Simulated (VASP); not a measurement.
Input of a VASP 6.6.1 run:

Contents of INCAR:

```
ALGO = Normal
EDIFF = 1E-6
EDIFFG = -0.01
ENCUT = 600
GGA = PS
IBRION = 2
ISIF = 3
ISMEAR = 1
KPAR = 4
LASPH = True
LCHARG = False
LREAL = False
LWAVE = False
NELM = 80
NSW = 90
PREC = Accurate
SIGMA = 0.1
```

Contents of KPOINTS:

```
k-points
0
Gamma
  9 9 8
```

The input POSCAR:

```
Ti8N5O3
1.0
   -4.2153366800     -4.2153366800      0.0000000000
    0.0000000000     -4.2153366800      4.2153366800
   -4.2153366800      0.0000000000      4.2153366800
Ti O N
8 3 5
Direct
    0.5000000000      0.0000000000      0.0000000000
    0.0000000000      0.0000000000      0.0000000000
    0.5000000000      0.5000000000      0.0000000000
    0.0000000000      0.5000000000      0.0000000000
    0.5000000000      0.0000000000      0.5000000000
    0.0000000000      0.0000000000      0.5000000000
    0.5000000000      0.5000000000      0.5000000000
    0.0000000000      0.5000000000      0.5000000000
    0.7500000000      0.2500000000      0.2500000000
    0.2500000000      0.2500000000      0.2500000000
    0.7500000000      0.7500000000      0.2500000000
    0.2500000000      0.7500000000      0.2500000000
    0.7500000000      0.2500000000      0.7500000000
    0.2500000000      0.2500000000      0.7500000000
    0.7500000000      0.7500000000      0.7500000000
    0.2500000000      0.7500000000      0.7500000000
```

Potentials or basis: VASP PAW PBE potentials, release 64 (Ti_sv, O, N).

The run is started by

```bash
$ cat potpaw_PBE.64/Ti_sv/POTCAR potpaw_PBE.64/O/POTCAR potpaw_PBE.64/N/POTCAR > POTCAR
$ mpirun -np 4 vasp_std > vasp.out
```

**Question.** Predict the relaxed volume.

**Answer.** 9.45 Å³/atom.

**Question.** What does it give for the space group after relaxing (to 0.1 Å)?

**Answer.** R-3m (No. 166).

**Question.** What does it give for the band gap on the k mesh?

**Answer.** Zero (an odd number of electrons rules out a gap without spin polarisation).

**Question.** Estimate the relaxed cell.

**Answer.** a = 5.973 Å, b = 5.973 Å, c = 5.986 Å, α = 60.07°, β = 60.07°, γ = 60.00°.

Step by step:
| step | energy change (eV) | largest force (eV/Å) | pressure (GPa) | volume (Å³) |
| --- | --- | --- | --- | --- |
| 1 | 0.0000 | 1.7511 | -0.64 | 149.81 |
| 2 | -0.7206 | 0.9303 | 2.31 | 148.99 |
| 3 | -0.7623 | 1.0510 | 6.69 | 148.33 |
| 4 | -0.8410 | 0.2176 | 4.27 | 148.66 |
| 5 | -0.8430 | 0.1439 | 4.53 | 148.62 |
| 6 | -0.8178 | 0.2596 | -5.52 | 154.71 |
| 7 | -0.8834 | 0.1530 | -0.09 | 151.26 |
| 8 | -0.8871 | 0.0302 | -0.14 | 151.24 |
| 9 | -0.8873 | 0.0300 | -0.16 | 151.24 |
| 10 | -0.8873 | 0.0181 | 0.28 | 151.03 |
| 11 | -0.8874 | 0.0107 | 0.09 | 151.14 |
| 12 | -0.8874 | 0.0111 | 0.06 | 151.14 |
| 13 | -0.8874 | 0.0111 | 0.05 | 151.14 |
| 14 | -0.8875 | 0.0055 | 0.01 | 151.19 |

Caveat: the PAW data sets were made with another functional, which shifts forces and pressure a little; an odd number of electrons without spin polarisation forces a metal; a magnetic or distorted state may lie lower.
